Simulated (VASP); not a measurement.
# AlN in VASP: notebook

AlN is run at these levels: r2SCAN, HSE06; tasks: single point.

Program: VASP 6.6.1. These are calculated values, not measurements. Logs are shortened: lines on timing, memory, paths and dates and some standing lists are left out, and cuts for length are marked.

### Step 1. The cell of the first run

It takes space group Cmc2_1 (No. 36, orthorhombic). The conventional cell has a = 3.107 Å, b = 5.097 Å, c = 4.979 Å, α = 90.00°, β = 90.00°, γ = 90.00°. Within 2.4 Å of Al (site symmetry m) lie 4 N at 1.84 to 1.88 Å. N (site symmetry m) has 4 Al at 1.84 to 1.88 Å within 2.4 Å.

### Step 2. Single point, r2SCAN (uniaxial y strain -5.3%)

File POSCAR:

```
AlN
1.0
    3.1066945025      0.0000000000      0.0000000000
   -1.5533472512      2.5484192091      0.0000000000
    0.0000000000      0.0000000000      4.9785885509
Al N
2 2
Direct
    0.3314105265      0.6628210530      0.0015796110
    0.6685894735      0.3371789470      0.5015796110
    0.3274023181      0.6548046362      0.3784203890
    0.6725976819      0.3451953638      0.8784203890
```

File INCAR.step1:

```
PREC     = Accurate       # precision mode
ENCUT    = 520            # plane-wave cutoff, eV
ISMEAR   = 0              # smearing method
SIGMA    = 0.01           # smearing width, eV
LREAL    = F              # projectors in reciprocal space
LASPH    = T              # aspherical terms in the spheres
NELM     = 60             # most SCF steps
NBANDS   = 16             # bands
GGA      = PE             # functional
ALGO     = Normal         # electronic algorithm
EDIFF    = 1E-4           # SCF threshold, eV
LWAVE    = T              # write WAVECAR
LCHARG   = F              # write CHGCAR
```

File INCAR.step2:

```
PREC     = Accurate       # precision mode
ENCUT    = 520            # plane-wave cutoff, eV
EDIFF    = 1E-7           # SCF threshold, eV
ISMEAR   = 0              # smearing method
SIGMA    = 0.01           # smearing width, eV
LREAL    = F              # projectors in reciprocal space
LASPH    = T              # aspherical terms in the spheres
NELM     = 60             # most SCF steps
ALGO     = Normal         # electronic algorithm
ISIF     = 2              # what is computed and relaxed
LWAVE    = F              # write WAVECAR
LCHARG   = T              # write CHGCAR
METAGGA  = R2SCAN         # meta-GGA
LMIXTAU  = T            
LELF     = T              # ELF
LVHAR    = T            
NBANDS   = 16             # bands
ISTART   = 1
```

File KPOINTS:

```
Automatic mesh
0
Gamma
  12 12 6
```

Potentials or basis: VASP PAW PBE potentials, release 64 (Al, N).

Run with:

```
cat potpaw_PBE.64/Al/POTCAR potpaw_PBE.64/N/POTCAR > POTCAR
cp INCAR.step1 INCAR
mpirun -np 1 vasp_std > vasp.out
cp INCAR.step2 INCAR
mpirun -np 1 vasp_std > vasp.out
```

OUTCAR:

```text
PREC = Accurate
   ENCUT = 520
   EDIFF = 1E-7
   ISMEAR = 0
   LREAL = F
   LASPH = T
   NELM = 60
   ISIF = 2
   METAGGA = R2SCAN
   ISTART = 1

 ion  position               nearest neighbor table
   1  0.331  0.663  0.002-   4 1.84   4 1.86   4 1.86   3 1.88   2 3.02   2 3.02   2 3.05   2 3.05
                             2 3.05   2 3.05
   2  0.669  0.337  0.502-   3 1.84   3 1.86   3 1.86   4 1.88   1 3.02   1 3.02   1 3.05   1 3.05
                             1 3.05   1 3.05
   3  0.327  0.655  0.378-   2 1.84   2 1.86   2 1.86   1 1.88
   4  0.673  0.345  0.878-   1 1.84   1 1.86   1 1.86   2 1.88

  Warning from LATTYP: Monoclinic adjustment (A1->A3, A2->A1, A3->A2)!
  LATTYP: Found a base centered orthorhombic cell.
 ALAT       =     3.1066945025
 B/A-ratio  =     1.6405985249
 C/A-ratio  =     1.6025356040

  Lattice vectors:

 A1 = (   1.5533472512,  -2.5484192091,   0.0000000000)
 A2 = (   1.5533472513,   2.5484192091,   0.0000000000)
 A3 = (   0.0000000000,   0.0000000000,   4.9785885509)

Analysis of symmetry for initial positions (statically):
=====================================================================
 Subroutine PRICEL returns:
 Original cell was already a primitive cell.

 Routine SETGRP: Setting up the symmetry group for a
 base centered orthorhombic supercell.

 Subroutine GETGRP returns: Found  4 space group operations
 (whereof  2 operations were pure point group operations)
 out of a pool of  8 trial point group operations.

The static configuration has the point symmetry C_1h.
 The point group associated with its full space group is C_2v.

Analysis of symmetry for dynamics (positions and initial velocities):
=====================================================================
 Subroutine PRICEL returns:
 Original cell was already a primitive cell.

 Routine SETGRP: Setting up the symmetry group for a
 base centered orthorhombic supercell.

 Subroutine GETGRP returns: Found  4 space group operations
 (whereof  2 operations were pure point group operations)
 out of a pool of  8 trial point group operations.

The dynamic configuration has the point symmetry C_1h.
 The point group associated with its full space group is C_2v.

 Subroutine INISYM returns: Found  4 space group operations
 (whereof  2 operations are pure point group operations),
 and found     1 'primitive' translations

----------------------------------------------------------------------------------------

                                     Primitive cell

  volume of cell :      39.4163

  direct lattice vectors                    reciprocal lattice vectors
     3.106694502  0.000000000  0.000000000     0.321885528  0.196200059  0.000000000
    -1.553347251  2.548419209  0.000000000     0.000000000  0.392400119  0.000000000
     0.000000000  0.000000000  4.978588551     0.000000000  0.000000000  0.200860141

  length of vectors
     3.106694502  2.984514726  4.978588551     0.376967845  0.392400119  0.200860141

  position of ions in fractional coordinates (direct lattice)
     0.331410527  0.662821053  0.001579611
     0.668589473  0.337178947  0.501579611
     0.327402318  0.654804636  0.378420389
     0.672597682  0.345195364  0.878420389

  ion indices of the primitive-cell ions
   primitive index   ion index
                 1           1
                 2           2
                 3           3
                 4           4

----------------------------------------------------------------------------------------

 KPOINTS: Automatic mesh

Automatic generation of k-mesh.
 Grid dimensions read from file:
 generate k-points for:   12   12    6

 Generating k-lattice:

  Cartesian coordinates                     Fractional coordinates (reciprocal lattice)
     0.026823794  0.016350005  0.000000000     0.083333333 -0.000000000  0.000000000
     0.000000000  0.032700010  0.000000000     0.000000000  0.083333333  0.000000000
     0.000000000  0.000000000  0.033476690     0.000000000  0.000000000  0.166666667

  Length of vectors
     0.031413987  0.032700010  0.033476690

  Shift w.r.t. Gamma in fractional coordinates (k-lattice)
     0.000000000  0.000000000  0.000000000

 Subroutine IBZKPT returns following result:
 ===========================================

 Found    172 irreducible k-points:

 Following reciprocal coordinates:
            Coordinates               Weight
  0.000000  0.000000  0.000000      1.000000
  0.083333 -0.000000  0.000000      4.000000
  0.166667 -0.000000  0.000000      4.000000
  0.250000 -0.000000  0.000000      4.000000
  0.333333 -0.000000  0.000000      4.000000
  0.416667 -0.000000  0.000000      4.000000
[... 16 lines left out ...]
  0.333333  0.166667  0.000000      4.000000
  0.416667  0.166667  0.000000      4.000000
 [... further k-points ...]
   k-points           NKPTS =    172   k-points in BZ     NKDIM =    172   number of bands    NBANDS=     16
   number of dos      NEDOS =    301   number of ions     NIONS =      4
   total plane-waves  NPLWV =  23040
   dimension x,y,z NGX =    24 NGY =   24 NGZ =   40
   dimension x,y,z NGXF=    48 NGYF=   48 NGZF=   80
   ions per type =               2   2
   NGX,Y,Z   is equivalent  to a cutoff of  12.84, 13.37, 13.36 a.u.
   NGXF,Y,Z  is equivalent  to a cutoff of  25.69, 26.74, 26.71 a.u.
 SYSTEM =  unknown system
   PREC   = accura    normal or accurate (medium, high low for compatibility)
   ISTART =      1    job   : 0-new  1-cont  2-samecut
   ICHARG =      0    charge: 1-file 2-atom 10-const
   ISPIN  =      1    spin polarized calculation?
   LNONCOLLINEAR =      F non collinear calculations
   LSORBIT =      F    spin-orbit coupling
   LASPH  =      T    aspherical Exc in radial PAW
   ENCUT  =  520.0 eV  38.22 Ry    6.18 a.u.   5.78  5.55  9.26*2*pi/ulx,y,z
   NELM   =     60;   NELMIN=  2; NELMDL=  0     # of ELM steps
   EDIFF  = 0.1E-06   stopping-criterion for ELM
   LREAL  =      F    real-space projection
   EDIFFG = 0.1E-05   stopping-criterion for IOM
   NSW    =      0    number of steps for IOM
   IBRION =     -1    ionic relax: 0-MD 1-quasi-New 2-CG
   NFREE  =      0    steps in history (QN), initial steepest desc. (CG)
   ISIF   =      2    stress and relaxation
   ISYM   =      2    0-nonsym 1-usesym 2-fastsym
   POTIM  = 0.5000    time-step for ionic-motion
   TEBEG  =    0.0;   TEEND  =   0.0 temperature during run
   PSTRESS=    0.0 pullay stress
   NELECT =      16.0000    total number of electrons
   NUPDOWN=      -1.0000    fix difference up-down
   EMIN   =  10.00;   EMAX   =-10.00  energy-range for DOS
   EFERMI =   0.00;   METHOD = LEGACY
   ISMEAR =     0;   SIGMA  =   0.01  broadening in eV -4-tet -1-fermi 0-gaus
   EFERMI_NEDOS =   21; number of points for ismear=-14 and -15
   IALGO  =     38    algorithm
   IMIX   =      4    mixing-type and parameters
     AMIX     =   0.40;   BMIX     =  1.00
     AMIX_MAG =   1.60;   BMIX_MAG =  1.00
  volume/ion in A,a.u.               =       9.85        66.50
  Fermi-wavevector in a.u.,A,eV,Ry     =   1.212150  2.290631 19.991135  1.469307
  Thomas-Fermi vector in A             =   2.347643
   LORBIT       =      0    0 simple, 1 ext, 2 COOP (PROOUT), +10 PAW based schemes
   METAGGA = R2SCAN    functional components
   LHFCALC =     F    Hartree Fock is set to
   AEXX    =    0.0000 exact exchange contribution
   IVDW    =     0    specifies the selected vdW correction
   LEPSILON=     F    determine dielectric tensor
   LRPA    =     F    only Hartree local field effects (RPA)
 non-spin polarized calculation
 Gauss-broadening in eV      SIGMA  =   0.01
  energy-cutoff  :      520.00
  volume of cell :       39.42
 maximum number of plane-waves:      1084
   NGX = 11   NGY = 11   NGZ = 19

 number of electron      16.0000000 magnetization

 Free energy of the ion-electron system (eV)
  ---------------------------------------------------
  ext. energy  EPLUGINS =         0.00000000
  ---------------------------------------------------
  free energy    TOTEN  =       -38.30315042 eV

  energy without entropy =      -38.30315042  energy(sigma->0) =      -38.30315042

 E-fermi :   6.5350     XC(G=0): -11.6684

 val. band max:        6.4936185686   @ k =   0.0000   0.0000   0.0000
 cond. band min:      11.8076903944   @ k =   0.0000   0.0000   0.0000
 fundamental gap:      5.3140718258
 Fermi energy:         6.5349626306

 k-point     1 :       0.0000    0.0000    0.0000
  band No.  band energies     occupation
      1      -9.8589      2.00000
      2      -7.6855      2.00000
      3       0.0273      2.00000
      4       5.4502      2.00000
      5       5.9635      2.00000
      6       6.1221      2.00000
[... 8 lines left out ...]
     15      20.9429      0.00000
     16      21.7808      0.00000

 k-point     2 :       0.0833   -0.0000    0.0000
  band No.  band energies     occupation
      1      -9.7641      2.00000
      2      -7.6291      2.00000
      3       0.1400      2.00000
      4       5.0878      2.00000
      5       5.6686      2.00000
      6       5.8863      2.00000
[... 8 lines left out ...]
     15      20.8612      0.00000
     16      21.2392      0.00000

 k-point     3 :       0.1667   -0.0000    0.0000
  band No.  band energies     occupation
      1      -9.4881      2.00000
      2      -7.4743      2.00000
      3       0.4722      2.00000
      4       4.0577      2.00000
      5       4.8737      2.00000
      6       5.4765      2.00000
[... 8 lines left out ...]
     15      20.8647      0.00000
     16      20.9188      0.00000
[... 362 lines left out ...]
 k-point    23 :       0.3333    0.1667    0.0000
  band No.  band energies     occupation
      1      -7.7909      2.00000
      2      -6.9668      2.00000
      3       1.1615      2.00000
      4       2.2521      2.00000
      5       2.7583      2.00000
      6       3.7888      2.00000
[... 8 lines left out ...]
     15      20.3502      0.00000
     16      23.1116      0.00000

 k-point    24 :       0.4167    0.1667    0.0000
  band No.  band energies     occupation
      1      -7.5798      2.00000
      2      -7.0306      2.00000
      3       0.9593      2.00000
      4       2.1935      2.00000
      5       3.1370      2.00000
      6       3.5732      2.00000
[... 8 lines left out ...]
     15      20.7101      0.00000
     16      23.2496      0.00000

 [... further k-points ...]

------------------------ aborting loop because EDIFF is reached ----------------------------------------

  FORCE on cell =-STRESS in cart. coord.  units (eV):
  Direction    XX          YY          ZZ          XY          YZ          ZX
  --------------------------------------------------------------------------------------
  -------------------------------------------------------------------------------------
  Total        2.2272047      5.6156273      1.3703376      0.0000000      0.0000000      0.0000000
  in kB       90.5305281    228.2617840     55.7009378      0.0000000      0.0000000      0.0000000
  external PRESSURE =     124.8310833 kB  Pullay stress =       0.0000000 kB

 VOLUME and BASIS-vectors are now :
 -----------------------------------------------------------------------------
  energy-cutoff  :      520.00
  volume of cell :       39.42
      direct lattice vectors                 reciprocal lattice vectors
     3.106694502  0.000000000  0.000000000     0.321885528  0.196200059  0.000000000
    -1.553347251  2.548419209  0.000000000     0.000000000  0.392400119  0.000000000
     0.000000000  0.000000000  4.978588551     0.000000000  0.000000000  0.200860141

 POSITION                                       TOTAL-FORCE (eV/Angst)
 -----------------------------------------------------------------------------------
      0.00000      1.68915      0.00786         0.000000      0.000933      0.001263
      1.55335      0.85927      2.49716        -0.000000     -0.000933      0.001263
      0.00000      1.66872      1.88400        -0.000000     -0.003149     -0.001263
      1.55335      0.87970      4.37329         0.000000      0.003149     -0.001263
 -----------------------------------------------------------------------------------
    total drift:                               -0.000000     -0.000000     -0.017154

  FREE ENERGIE OF THE ION-ELECTRON SYSTEM (eV)
  ---------------------------------------------------
  free  energy   TOTEN  =       -38.3031504218 eV

  energy  without entropy=      -38.3031504218  energy(sigma->0) =      -38.30315042
```

It took 3.8 min on 1 thread of Intel Xeon Platinum 8488C (Sapphire Rapids), shared host; peak memory 0.22 GiB.

What came out:

| Property | Result |
| --- | --- |
| Free energy | -38.3032 eV |
| Pressure | 12.5 GPa |
| Largest force | 0.003 eV/Å |
| Band gap on the k mesh | 5.31 eV |

Forces on the atoms (eV/Å):
```
Al   0.000  0.001  0.001
Al   0.000 -0.001  0.001
N    0.000 -0.003 -0.001
N    0.000  0.003 -0.001
```

Levels at points of the mesh, in eV from the valence-band top:
| k point | band 5 | band 6 | band 7 | band 8 | band 9 | band 10 | band 11 | band 12 |
| --- | --- | --- | --- | --- | --- | --- | --- | --- |
| (0.00, 0.00, 0.00) | -0.53 | -0.37 | -0.23 | 0.00 | 5.31 | 8.15 | 11.82 | 12.07 |
| (0.50, 0.00, 0.00) | -3.63 | -2.04 | -1.85 | -0.56 | 6.43 | 7.09 | 9.74 | 11.38 |
| (0.00, 0.50, 0.00) | -3.46 | -2.56 | -1.77 | -1.10 | 6.05 | 6.39 | 9.09 | 11.31 |
| (0.00, 0.00, 0.50) | -0.72 | -0.72 | -0.27 | -0.27 | 7.75 | 7.75 | 11.51 | 11.51 |
| (0.50, 0.00, 0.50) | -1.61 | -1.61 | -1.26 | -1.26 | 6.05 | 6.05 | 10.59 | 10.59 |
| (0.00, 0.50, 0.50) | -1.91 | -1.91 | -1.59 | -1.59 | 5.97 | 5.97 | 10.20 | 10.20 |

Caveat: the cell differs from its parent crystal (uniaxial y strain -5.3%); the cell stands under pressure; the PAW data sets were made with another functional, which shifts forces and pressure a little. A k mesh can miss the band edges.

### Step 3. Single point, HSE06 (strain -4.0%)

File POSCAR:

```
AlN
1.0
    2.9830480613      0.0000000000      0.0000000000
   -1.4915240306      2.5833954018      0.0000000000
    0.0000000000      0.0000000000      4.7804407265
Al N
2 2
Direct
    0.3333333333      0.6666666667     -0.0011418148
    0.6666666667      0.3333333333      0.4988581852
    0.3333333333      0.6666666667      0.3811418148
    0.6666666667      0.3333333333      0.8811418148
```

File INCAR.step1:

```
ALGO     = Normal         # electronic algorithm
EDIFF    = 1E-5           # SCF threshold, eV
ENCUT    = 520            # plane-wave cutoff, eV
GGA      = PE             # functional
ISIF     = 2              # what is computed and relaxed
ISMEAR   = 0              # smearing method
LASPH    = T              # aspherical terms in the spheres
LCHARG   = F              # write CHGCAR
LREAL    = F              # projectors in reciprocal space
LWAVE    = T              # write WAVECAR
NBANDS   = 16             # bands
NELM     = 60             # most SCF steps
PREC     = Accurate       # precision mode
SIGMA    = 0.01           # smearing width, eV
```

File INCAR.step2:

```
ALGO     = Normal         # electronic algorithm
EDIFF    = 1E-7           # SCF threshold, eV
ENCUT    = 520            # plane-wave cutoff, eV
GGA      = PE             # functional
HFSCREEN = 0.2079         # screening, 1/A
ISIF     = 2              # what is computed and relaxed
ISMEAR   = 0              # smearing method
ISTART   = 1            
LASPH    = T              # aspherical terms in the spheres
LCHARG   = F              # write CHGCAR
LHFCALC  = T              # exact exchange
LREAL    = F              # projectors in reciprocal space
LWAVE    = F              # write WAVECAR
NBANDS   = 16             # bands
NELM     = 60             # most SCF steps
PREC     = Accurate       # precision mode
PRECFOCK = Normal       
SIGMA    = 0.01           # smearing width, eV
```

File KPOINTS:

```
k-points
0
Gamma
  6 6 4
```

Potentials or basis: VASP PAW PBE potentials, release 64 (Al, N).

Run with:

```
cat potpaw_PBE.64/Al/POTCAR potpaw_PBE.64/N/POTCAR > POTCAR
cp INCAR.step1 INCAR
mpirun -np 1 vasp_std > vasp.out
cp INCAR.step2 INCAR
mpirun -np 1 vasp_std > vasp.out
```

It took 20 min on 1 thread of Intel Xeon Platinum 8488C (Sapphire Rapids), shared host; peak memory 0.25 GiB.

It converged, with:

```yaml
Free_energy: -34.4763 eV
Pressure: 31.7 GPa
Largest_force: 0.005 eV/Å
Band_gap_on_the_k_mesh: 6.43 eV (least direct gap 6.80 eV)
```

Forces on the atoms (eV/Å):
```
Al   0.000  0.000 -0.005
Al   0.000  0.000 -0.005
N    0.000  0.000  0.005
N    0.000  0.000  0.005
```

Stress tensor (GPa, compression positive):
```
32.84  0.00  0.00
 0.00 32.84  0.00
 0.00  0.00 29.53
```

Levels at points of the mesh, in eV from the valence-band top:
| k point | band 6 | band 7 | band 8 | band 9 | band 10 | band 11 |
| --- | --- | --- | --- | --- | --- | --- |
| (0.00, 0.00, 0.00) | -0.28 | -0.28 | 0.00 | 6.80 | 9.35 | 13.60 |
| (0.50, 0.00, 0.00) | -2.49 | -2.09 | -0.82 | 7.47 | 7.68 | 10.90 |
| (0.00, 0.00, 0.50) | -0.67 | -0.67 | -0.67 | 9.17 | 9.17 | 13.14 |
| (0.50, 0.00, 0.50) | -1.75 | -1.62 | -1.62 | 7.13 | 7.13 | 11.63 |

Caveat: the cell differs from its parent crystal (strain -4.0%); the cell stands under pressure; the PAW data sets were made with another functional, which shifts forces and pressure a little.
